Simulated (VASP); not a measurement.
## BN: G0W0 quasiparticle levels with PBE

The system is BN.

```
B N
1.0
     0.00000    1.80483    1.80483
     1.80483    0.00000    1.80483
     1.80483    1.80483    0.00000
B N
1 1
Direct
  0.00000 0.00000 0.00000
  0.25000 0.25000 0.25000
```

| Item | Value |
| --- | --- |
| Program | VASP 6.6.1 |
| Task | G0W0 quasiparticle levels |
| Functional | PBE |
| Potentials or basis | VASP PAW PBE potentials, release 64 (B_GW, N_GW) |
| Cutoff | 500 eV |
| k mesh | 6 × 6 × 6 |
| Occupations | gaussian, width 0.01 eV |
| Spin | no spin polarisation |
| Dipole correction | no |
| GW scheme | G0W0 |
| GW iterations | 1 |
| Cutoff of the response function | 200 |
| Frequency points | 96 |
| Empty bands | 87 |
| Further INCAR settings | ALGO = EVGW0; EDIFF = 1e-08; NBANDS = 91 |

- Quasiparticle gap: 6.06 eV
- Least direct quasiparticle gap: 11.06 eV
- Band gap of the starting levels on the mesh: 4.47 eV
- Least direct gap of the starting levels on the mesh: 8.84 eV

Wall time 54 s on 1 thread of Intel(R) Xeon(R) 6975P-C (Granite Rapids), on a shared host, peak memory 0.28 GiB.

Caveat: the k points lie up to 0.50 Å⁻¹ apart; bands, screening cutoff and mesh are small and nothing is extrapolated, so the quasiparticle values aren't converged.
